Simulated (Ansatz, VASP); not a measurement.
**Al: VASP beside Ansatz**

INCAR

```
SYSTEM = Al
PREC = Accurate ; ENCUT = 500
EDIFF = 1E-6 ; ISMEAR = 0
SIGMA = 0.1 ; LREAL = .FALSE.
LASPH = .TRUE. ; NELM = 120
ALGO = Normal ; ISIF = 2
LWAVE = .FALSE. ; LCHARG = .FALSE.
GGA = PS ; NBANDS = 12
GGA_COMPAT = .FALSE.
```

KPOINTS

```
regular mesh
0
G
  30 30 14
  0 0 0
```

Contents of POSCAR:

```
Al
1.0
    2.8436728407      0.0000000000      0.0000000000
   -1.4218364203      2.4626929201      0.0000000000
    0.0000000000      0.0000000000      6.9344967577
Al
3
Direct
    0.0000000000      0.0000000000      0.0000000000
    0.3333333333      0.6666666667      0.3333333333
    0.6666666667      0.3333333333      0.6666666667
```

Input for Ansatz:

```yaml
crystal:
  lattice:
    - [2.8436728407, 0.0, 0.0]
    - [-1.4218364203, 2.4626929201, 0.0]
    - [0.0, 0.0, 6.9344967577]
  atoms:
    - { symbol: Al, position: [0.0, 0.0, 0.0] }
    - { symbol: Al, position: [0.3333333333, 0.6666666667, 0.3333333333] }
    - { symbol: Al, position: [0.6666666667, 0.3333333333, 0.6666666667] }
basis:
  ecutwfc: 420
kpoints:
  mp_grid: { grid: [30, 30, 14] }
hamiltonian:
  xc: pbesol
scf:
  occupations: { method: gaussian, width: 0.1 }
output:
  forces: true
  stress: true
  eigenvalues: true
```

Alike in both runs: task single point; functional PBEsol; k mesh 30 × 30 × 14; occupations gaussian, width 0.1 eV; no spin polarisation.

|  | VASP | Ansatz |
| --- | --- | --- |
| version | VASP 6.6.1 | Ansatz 0.2.0 |
| potentials or method | VASP PAW PBE potentials, release 64 (Al), cutoff 500 eV | scalar-relativistic, plane waves, PAW |
| valence electrons in the cell | 9 | 9 |

|  | VASP | Ansatz | Ansatz less VASP |
| --- | --- | --- | --- |
| gap on the k mesh at the Fermi level (eV) | none | none | - |
| pressure (GPa) | 0.0 | 0.0 | -0.06 |
| traceless stress, the component that is largest in VASP (GPa) | 0.46 | 0.45 | -0.002 |

VASP's potentials were made for PBE, not for PBEsol. A gap of «none» marks a metal or a gap that the smearing closes. With one functional, cell and mesh, what is left measures potentials, basis and numerics.
